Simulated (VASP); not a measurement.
A run of VASP 6.6.1 is set up as follows.

Contents of INCAR:

```
SYSTEM = Si2Ge3
ALGO = Normal
EDIFF = 1E-6
ENCUT = 520
GGA = PE
ISIF = 2
ISMEAR = 0
LASPH = .TRUE.
LCHARG = .FALSE.
LREAL = .FALSE.
LWAVE = .FALSE.
NBANDS = 61
NELM = 100
PREC = Accurate
SIGMA = 0.1
```

Contents of KPOINTS:

```
k-points
0
G
  6 6 1
  0 0 0
```

POSCAR

```
Si2Ge3
1.0
    2.9048256100      0.0000000000      0.0000000000
   -1.4524128100      2.5156527700      0.0000000000
    0.0000000000      0.0000000000     24.1518407400
Si Ge
4 6
Direct
    0.6666666700      0.3333333300      0.1500000000
    0.6666666700      0.3333333300      0.5500000000
    0.3333333300      0.6666666700      0.8500000000
    0.3333333300      0.6666666700      0.4500000000
    0.6666666700      0.3333333300      0.9500000000
    0.6666666700      0.3333333300      0.3500000000
    0.6666666700      0.3333333300      0.7500000000
    0.3333333300      0.6666666700      0.0500000000
    0.3333333300      0.6666666700      0.2500000000
    0.3333333300      0.6666666700      0.6500000000
```

Potentials or basis: VASP PAW PBE potentials, release 64 (Si, Ge_d).

Launch:

```sh
$ cat potpaw_PBE.64/Si/POTCAR potpaw_PBE.64/Ge_d/POTCAR > POTCAR
$ mpirun -np 1 vasp_std > vasp.out
```

Problem. Predict the band gap on the k mesh.

Solution. Zero (bands 50 and 51 overlap by 9.22 eV).

Problem. Estimate the largest force.

Solution. 0.363 eV/Å.

Stress tensor (GPa, compression positive):
```
-0.07  0.00  0.00
 0.00 -0.07  0.00
 0.00  0.00  0.95
```

Caveat: the k points lie up to 0.42 Å⁻¹ apart, too coarse for converged energies and pressures of a metal.
